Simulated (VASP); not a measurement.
Runs of VASP 6.6.1 on Si. The structure is that of space group Fm-3m (No. 225), or close to it. The cells are those of the table. 

| cell | gap on the mesh (eV) | pressure (GPa) |
| --- | --- | --- |
| a = 2.705 Å, angles 60.0°, 1 atom | none | 3.6 |
| a = 2.778 Å, angles 60.0°, 1 atom | none | -3.1 |
| a = 2.666 Å, angles 60.0°, 1 atom | none | (b) |
| a = 2.813 Å, angles 60.0°, 1 atom | none | (a) |
| a = 2.627 Å, angles 60.0°, 1 atom | none | 13.7 |

Alike in all rows: task single point; level revPBE; potentials or basis VASP PAW PBE potentials, release 64 (Si); no spin polarisation; k mesh 16 × 16 × 16; cutoff (eV) 500; smearing fermi-dirac 0.1 eV.

Estimate the missing entries.

(a) -5.5; (b) 8.2.

Caveats: the PAW data sets were made with another functional, which shifts forces and pressure a little.

A gap of «none» marks levels without a gap at the run's occupations.
